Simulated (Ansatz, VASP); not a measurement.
Two plane-wave programs on MgS

The input POSCAR:

```
MgS
1.0
    0.0000000000      2.8308747667      2.8308747667
    2.8308747667      0.0000000000      2.8308747667
    2.8308747667      2.8308747667      0.0000000000
Mg S
1 1
Direct
    0.0000000000      0.0000000000      0.0000000000
    0.7500000000      0.7500000000      0.7500000000
```

INCAR.step1

```
SYSTEM = MgS
PREC = Accurate
ENCUT = 520
EDIFF = 1E-5
ISMEAR = 0
SIGMA = 0.01
LREAL = .FALSE.
LASPH = .TRUE.
NELM = 100
ALGO = Normal
ISIF = 2
LWAVE = .TRUE.
LCHARG = .FALSE.
GGA = PE
NBANDS = 11
```

INCAR.step2

```
SYSTEM = MgS
PREC = Accurate
ENCUT = 520
EDIFF = 1E-7
ISMEAR = 0
SIGMA = 0.01
LREAL = .FALSE.
LASPH = .TRUE.
NELM = 100
ALGO = Normal
ISIF = 2
LWAVE = .FALSE.
LCHARG = .FALSE.
METAGGA = R2SCAN
LHFCALC = .TRUE.
AEXX = 0.25
LMIXTAU = .TRUE.
PRECFOCK = Normal
ISTART = 1
NBANDS = 11
```

KPOINTS

```
regular mesh
0
G
  6 6 6
  0 0 0
```

Input for Ansatz:

```yaml
crystal:
  lattice:
    - [0.0, 2.8308747667, 2.8308747667]
    - [2.8308747667, 0.0, 2.8308747667]
    - [2.8308747667, 2.8308747667, 0.0]
  atoms:
    - { symbol: Mg, position: [0.0, 0.0, 0.0] }
    - { symbol: S, position: [0.75, 0.75, 0.75] }
kpoints:
  mp_grid: { grid: [6, 6, 6] }
  band_path:
    path:
      - [0.0, 0.0, 0.0]
      - [-0.5, -0.5, 0.0]
      - [-0.375, -0.375, 0.25]
      - [-0.375, 0.0, 0.375]
      - [0.0, 0.0, 0.5]
      - [-0.5, -0.25, 0.25]
    npoints: 1
hamiltonian:
  xc: r2scan0
scf:
  occupations: { method: fixed }
  n_extra_bands: 4
output:
  forces: true
  stress: true
  eigenvalues: true
  write_density: true
  write_potential: true
  elf: true
  volumetric_format: npy
```

Alike in both runs: task single point; functional r2SCAN0; k mesh 6 × 6 × 6; no spin polarisation.

|  | VASP | Ansatz |
| --- | --- | --- |
| version | VASP 6.6.1 | Ansatz 0.2.0 |
| potentials or method | VASP PAW PBE potentials, release 64 (Mg, S) | plane waves, PAW |
| plane-wave cutoff (eV) | 520 | 500 |
| occupations | gaussian, width 0.01 eV | fixed |
| valence electrons in the cell | 8 | 16 |

|  | VASP | Ansatz | Ansatz less VASP |
| --- | --- | --- | --- |
| gap on the k mesh at the Fermi level (eV) | 5.59 | 5.60 | +0.006 |
| pressure (GPa) | -0.8 | -0.5 | +0.31 |

VASP's potentials were made for PBE, not for r2SCAN0. VASP's potentials hold 8 valence electrons a cell and Ansatz's 16, so a difference there can come from the potentials and not from the codes. Ansatz's warnings: stress exchange threshold loose, stress scf threshold loose.
